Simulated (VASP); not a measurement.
Set up this calculation in VASP 6.6.1, as the native input.

* Task: relaxation of cell and atoms
* Functional: PBEsol
* Potentials or basis: VASP PAW PBE potentials, release 64 (Sr_sv, O)
* Cutoff: 600 eV
* k mesh: 9 × 9 × 3
* Occupations: gaussian, width 0.02 eV
* Spin: no spin polarisation
* Dipole correction: no
* Further INCAR settings: ALGO = Normal; EDIFF = 1e-06; IBRION = 2; EDIFFG = -0.01; NSW = 65; ISIF = 3

The structure of SrO lies in POSCAR:

```
SrO
1.0
    4.2354042988      0.0000000000      0.0000000000
   -2.1177021494      3.6679677180      0.0000000000
    0.0000000000      0.0000000000      7.6643554311
Sr O
3 3
Direct
    0.0000000000      0.0000000000      0.0000000000
    0.3333333333      0.6666666667      0.3333333333
    0.6666666667      0.3333333333      0.6666666667
    0.0000000000      0.0000000000      0.2500000000
    0.3333333333      0.6666666667      0.5833333333
    0.6666666667      0.3333333333      0.9166666667
```

These files were run (other wordings do the same):

INCAR

```
SYSTEM = SrO
PREC = Accurate
ENCUT = 600
EDIFF = 1E-6
ISMEAR = 0
SIGMA = 0.02
LREAL = .FALSE.
LASPH = .TRUE.
NELM = 60
ALGO = Normal
ISIF = 3
LWAVE = .FALSE.
LCHARG = .FALSE.
GGA = PS
IBRION = 2
NSW = 65
EDIFFG = -0.01
```

KPOINTS

```
regular mesh
0
G
  9 9 3
  0 0 0
```

Potentials or basis: VASP PAW PBE potentials, release 64 (Sr_sv, O).

The run is started by

```sh
$ cat potpaw_PBE.64/Sr_sv/POTCAR potpaw_PBE.64/O/POTCAR > POTCAR
$ mpirun -np 1 vasp_std > vasp.out
```

Results of the run:

```yaml
Relaxed_volume: 21.30 Å³/atom
Relaxed_cell: a = 3.937 Å, b = 3.937 Å, c = 9.518 Å, α = 90.00°, β = 90.00°, γ = 120.00°
Space_group_after_relaxing_to_0.1_Å: F-43m (No. 216)
Energy_gained_by_relaxing: 579.8 meV/atom
Ionic_steps: 19
Pressure_after_relaxing: 0.0 GPa
Band_gap_on_the_k_mesh: 2.47 eV
```

Caveat: a cell axis changed by over 15 % at a fixed basis, so the end point is rough; the PAW data sets were made with another functional, which shifts forces and pressure a little.

Run time: 19 min on 1 thread of Intel(R) Xeon(R) 6975P-C (Granite Rapids) (shared host), peak memory 0.35 GiB.
